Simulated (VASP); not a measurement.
# Al in VASP: a series of runs, part 2 of 2

VASP 6.6.1. Earlier steps stand in the parts before.

### Step 3. Single point, PBE

INCAR

```
SYSTEM = Al
ALGO = Normal ; EDIFF = 1E-6
ENCUT = 520 ; GGA = PE
ISIF = 2 ; ISMEAR = 0
LASPH = .TRUE. ; LCHARG = .TRUE.
LELF = .TRUE. ; LREAL = Auto
LVHAR = .TRUE. ; LWAVE = .FALSE.
NBANDS = 40 ; NELM = 60
PREC = Accurate ; SIGMA = 0.15
```

KPOINTS

```
k-points
0
G
  3 3 1
  0 0 0
```

POSCAR

```
Al
1.0
    5.7275650000      0.0000000000      0.0000000000
    0.0000000000      5.7275650000      0.0000000000
    0.0000000000      0.0000000000     19.0750000000
Al
17
Direct
    0.2499999564      0.2499999564      0.0524245872
    0.7500000436      0.2499999564      0.0524245872
    0.2499999564      0.7500000436      0.0524245872
    0.7500000436      0.7500000436      0.0524245872
    0.0015792051      0.0001850699      0.1598066579
    0.5018708648     -0.0003008259      0.1595054260
    0.0015746657      0.5001738086      0.1597897248
    0.5018925145      0.5006801320      0.1594972477
    0.2696304625      0.2508350407      0.2698329751
    0.7705167903      0.2509872869      0.2736417300
    0.2748588624      0.7508620155      0.2738289908
    0.7745539335      0.7509866758      0.2792498558
    0.0355370912      0.0091724843      0.3802388991
    0.5197152717      0.0090822191      0.3805101966
    0.0355292345      0.4930479183      0.3802472346
    0.5197219063      0.4931488338      0.3805218349
    0.7794144632      0.7511846657      0.4706275229
```

Potentials or basis: VASP PAW PBE potentials, release 64 (Al).

Started as:

```sh
cat potpaw_PBE.64/Al/POTCAR > POTCAR
mpirun -np 1 vasp_std > vasp.out
```

Wall time 6.7 min (1 thread of AMD EPYC 7R43 (Zen 3), shared host); peak memory 0.58 GiB.

It converged, with:

```
Free energy            : -59.6375 eV
Largest force          : 0.050 eV/Å
Band gap on the k mesh : zero (an odd number of electrons rules out a gap without spin polarisation)
```

Forces on the atoms (eV/Å):
```
Al  -0.019  0.000  0.047
Al   0.010  0.000 -0.021
Al  -0.025  0.001 -0.018
Al  -0.012  0.000 -0.012
Al  -0.001 -0.002 -0.002
Al   0.004 -0.003 -0.005
Al  -0.001  0.002 -0.002
Al   0.004  0.003 -0.005
Al   0.006  0.000  0.009
Al   0.004 -0.003  0.011
Al   0.002 -0.001  0.010
Al   0.002 -0.001  0.006
Al   0.009  0.002 -0.006
Al   0.003  0.002 -0.003
Al   0.008  0.000 -0.004
Al   0.003  0.000 -0.006
Al   0.004  0.000  0.002
```

Levels at points of the mesh, in eV from the Fermi level:
```csv
k point,band 24,band 25,band 26,band 27,band 28,band 29
"(0.00, 0.00, 0.00)",-0.82,-0.62,-0.62,-0.11,-0.05,0.26
```

Caveat: the k points lie up to 0.37 Å⁻¹ apart, too coarse for converged energies and pressures of a metal; there is no dipole correction, which matters where the two faces differ.

### Step 4. Single point, PBE

INCAR

```
SYSTEM = Al
ALGO = Normal
EDIFF = 1E-7
ENCUT = 520
GGA = PE
ISIF = 2
ISMEAR = 0
LASPH = .TRUE.
LCHARG = .FALSE.
LREAL = Auto
LWAVE = .FALSE.
NBANDS = 40
NELM = 60
PREC = Accurate
SIGMA = 0.15
```

KPOINTS is that of step 3.

POSCAR

```
Al
1.0
    5.7275650000      0.0000000000      0.0000000000
    0.0000000000      5.7275650000      0.0000000000
    0.0000000000      0.0000000000     19.0750000000
Al
17
Direct
    0.2499999564      0.2499999564      0.0524245872
    0.7500000436      0.2499999564      0.0524245872
    0.2499999564      0.7500000436      0.0524245872
    0.7500000436      0.7500000436      0.0524245872
    0.0069395982      0.0003649020      0.1599622543
    0.5067561870     -0.0013735331      0.1591482045
    0.0069423917      0.4993808014      0.1599806553
    0.5066945552      0.5010596999      0.1591456881
    0.3035440017      0.2493941143      0.2702842464
    0.8053780271      0.2492596767      0.2742046658
    0.3176426632      0.7493825037      0.2751414417
    0.8166423253      0.7492807153      0.2801821756
    0.0812680432      0.0073684018      0.3808654784
    0.5665297557      0.0067691942      0.3812817824
    0.0812919626      0.4909121066      0.3808853473
    0.5664733617      0.4915315671      0.3812725557
    0.8291539249      0.7490348866      0.4717994233
```

Started as:

```sh
cat potpaw_PBE.64/Al/POTCAR > POTCAR
mpirun -np 1 vasp_std > vasp.out
```

It took 6.7 min on 1 thread of AMD EPYC 7R43 (Zen 3), shared host; peak memory 0.59 GiB.

Results (log left out):

```yaml
Free_energy: -59.6471 eV
Largest_force: 0.067 eV/Å
Band_gap_on_the_k_mesh: zero (an odd number of electrons rules out a gap without spin polarisation)
```

Forces on the atoms (eV/Å):
```
Al  -0.029  0.000  0.060
Al   0.053  0.000 -0.021
Al  -0.028 -0.001 -0.002
Al   0.000  0.000 -0.025
Al   0.001 -0.006 -0.008
Al   0.002  0.000 -0.008
Al   0.001  0.006 -0.009
Al   0.002  0.001 -0.008
Al  -0.005  0.000  0.001
Al   0.003  0.000  0.006
Al  -0.003 -0.002  0.009
Al  -0.005  0.000  0.005
Al   0.004  0.004 -0.001
Al  -0.001  0.003  0.000
Al   0.004 -0.003  0.000
Al  -0.001 -0.001  0.000
Al   0.000  0.000 -0.001
```

Levels at points of the mesh, in eV from the Fermi level:
```
           k point  band 24  band 25  band 26  band 27  band 28  band 29
(0.00, 0.00, 0.00)    -0.75    -0.62    -0.59    -0.10     0.01     0.21
```

Caveat: the k points lie up to 0.37 Å⁻¹ apart, too coarse for converged energies and pressures of a metal; there is no dipole correction, which matters where the two faces differ.

### Step 5. Single point, PBE

INCAR

```
PREC     = Accurate       # precision mode
ENCUT    = 520            # plane-wave cutoff, eV
EDIFF    = 1E-7           # SCF threshold, eV
ISMEAR   = 0              # smearing method
SIGMA    = 0.15           # smearing width, eV
LREAL    = Auto         
LASPH    = True           # aspherical terms in the spheres
NELM     = 80             # most SCF steps
ALGO     = Normal         # electronic algorithm
ISIF     = 2              # what is computed and relaxed
LWAVE    = False          # write WAVECAR
LCHARG   = False          # write CHGCAR
GGA      = PE             # functional
NBANDS   = 40             # bands
```

KPOINTS

```
regular mesh
0
Gamma
  3 3 1
```

POSCAR

```
Al
1.0
    5.7275650000      0.0000000000      0.0000000000
    0.0000000000      5.7275650000      0.0000000000
    0.0000000000      0.0000000000     19.0750000000
Al
17
Direct
    0.2499999564      0.2499999564      0.0524245872
    0.7500000436      0.2499999564      0.0524245872
    0.2499999564      0.7500000436      0.0524245872
    0.7500000436      0.7500000436      0.0524245872
    0.0042122612     -0.0018587305      0.1583854260
    0.5052380898      0.0030222267      0.1597203670
    0.0041981191      0.5017173965      0.1583869463
    0.5052326774      0.4968512797      0.1597205767
    0.2856796911      0.2496083414      0.2728498034
    0.7949884462      0.2496292927      0.2710423067
    0.2911444916      0.7496206503      0.2743658716
    0.8018098441      0.7496187298      0.2738615990
    0.0590318923     -0.0033090851      0.3835159633
    0.5592428894      0.0091906421      0.3748510616
    0.0590453360      0.5023962190      0.3835242988
    0.5592680310      0.4898380027      0.3748456619
    0.4491903627      0.7494455323      0.4850913237
```

Started as:

```sh
cat potpaw_PBE.64/Al/POTCAR > POTCAR
mpirun -np 1 vasp_std > vasp.out
```

It took 7.4 min on 1 thread of AMD EPYC 7R43 (Zen 3), shared host; peak memory 0.57 GiB.

It converged, with:

```yaml
Free_energy: -59.2663 eV
Largest_force: 0.569 eV/Å
Band_gap_on_the_k_mesh: zero (an odd number of electrons rules out a gap without spin polarisation)
```

Forces in eV/Å, atoms in the order of the input:
```
Al   0.073  0.000 -0.020
Al  -0.080  0.000 -0.004
Al  -0.045  0.000 -0.040
Al  -0.002  0.000 -0.001
Al  -0.009  0.000  0.000
Al  -0.001 -0.002 -0.007
Al  -0.009 -0.001  0.000
Al   0.000  0.002 -0.007
Al   0.043 -0.001  0.023
Al   0.025  0.000 -0.006
Al   0.057  0.000  0.026
Al   0.066  0.000  0.010
Al   0.111  0.005  0.027
Al   0.112  0.011 -0.020
Al   0.112 -0.004  0.028
Al   0.114 -0.012 -0.022
Al  -0.569  0.001  0.012
```

Levels at points of the mesh, in eV from the Fermi level:
| k point | band 22 | band 23 | band 24 | band 25 | band 26 | band 27 | band 28 | band 29 | band 30 | band 31 |
| --- | --- | --- | --- | --- | --- | --- | --- | --- | --- | --- |
| (0.00, 0.00, 0.00) | -1.12 | -0.81 | -0.77 | -0.59 | -0.54 | -0.12 | 0.00 | 0.24 | 0.26 | 0.91 |

Caveat: the k points lie up to 0.37 Å⁻¹ apart, too coarse for converged energies and pressures of a metal; there is no dipole correction, which matters where the two faces differ.

### Step 6. Single point, PBE

INCAR

```
SYSTEM = Al
ALGO = Normal
EDIFF = 1E-6
ENCUT = 520
GGA = PE
ISIF = 2
ISMEAR = 0
LASPH = .TRUE.
LCHARG = .FALSE.
LREAL = Auto
LWAVE = .FALSE.
NBANDS = 40
NELM = 100
PREC = Accurate
SIGMA = 0.15
```

KPOINTS

```
k-points
0
G
  3 3 1
  0 0 0
```

POSCAR

```
Al
1.0
    5.7275650000      0.0000000000      0.0000000000
    0.0000000000      5.7275650000      0.0000000000
    0.0000000000      0.0000000000     19.0750000000
Al
17
Direct
    0.2499999564      0.2499999564      0.0524245872
    0.7500000436      0.2499999564      0.0524245872
    0.2499999564      0.7500000436      0.0524245872
    0.7500000436      0.7500000436      0.0524245872
    0.0047152673     -0.0012321117      0.1581175360
    0.5053816063      0.0038646441      0.1596438270
    0.0047117754      0.5011244744      0.1581197379
    0.5053629247      0.4960212586      0.1596432503
    0.2749227639      0.2496153252      0.2719087287
    0.7857950106      0.2496244041      0.2716536304
    0.2748850515      0.7496237930      0.2727501442
    0.7843767814      0.7496292054      0.2723211009
    0.0319699558     -0.0063952133      0.3818916383
    0.5340625554      0.0087141743      0.3737000262
    0.0319746699      0.5055169169      0.3819037484
    0.5340814116      0.4903453736      0.3736925295
    0.5779133017      0.7494588014      0.4888048755
```

Potentials or basis: VASP PAW PBE potentials, release 64 (Al).

Started as:

```sh
cat potpaw_PBE.64/Al/POTCAR > POTCAR
mpirun -np 1 vasp_std > vasp.out
```

Wall time 7 min (1 thread of AMD EPYC 7R43 (Zen 3), shared host); peak memory 0.57 GiB.

It converged, with:

| Quantity | Value |
| --- | --- |
| Free energy | -59.1008 eV |
| Largest force | 0.230 eV/Å |
| Band gap on the k mesh | zero (an odd number of electrons rules out a gap without spin polarisation) |

Forces in eV/Å, atoms in the order of the input:
```
Al   0.094  0.000  0.012
Al  -0.077  0.000 -0.009
Al  -0.035  0.000 -0.003
Al   0.040  0.000  0.030
Al   0.029  0.007 -0.014
Al  -0.008  0.008 -0.017
Al   0.029 -0.006 -0.014
Al  -0.007 -0.007 -0.017
Al   0.001  0.000  0.031
Al  -0.031  0.001  0.036
Al  -0.045  0.000 -0.011
Al  -0.006  0.000  0.019
Al  -0.016  0.060 -0.041
Al  -0.086  0.057 -0.021
Al  -0.013 -0.059 -0.041
Al  -0.086 -0.059 -0.020
Al   0.217 -0.002  0.078
```

Levels at points of the mesh, in eV from the Fermi level:
```tsv
k point	band 23	band 24	band 25	band 26	band 27	band 28
(0.00, 0.00, 0.00)	-0.91	-0.87	-0.56	-0.28	-0.26	-0.11
```

Caveat: the k points lie up to 0.37 Å⁻¹ apart, too coarse for converged energies and pressures of a metal; there is no dipole correction, which matters where the two faces differ.

### Step 7. The runs side by side

| cell | gap on the mesh (eV) | largest force (eV/Å) |
| --- | --- | --- |
| as given, atomic positions A | none | 0.57 |
| as given, atomic positions B | none | 0.05 |
| as given, atomic positions C | none | 0.07 |
| as given, atomic positions D | none | 0.57 |
| as given, atomic positions E | none | 0.23 |

Alike in all rows: task single point; level PBE; potentials or basis VASP PAW PBE potentials, release 64 (Al); no spin polarisation; k mesh 3 × 3 × 1; cutoff (eV) 520; smearing gaussian 0.15 eV.

Caveats: all runs use coarse meshes; there is no dipole correction, which matters where the two faces differ.

Total energies depend on the potentials used, so only differences within one code and one set of settings carry meaning.
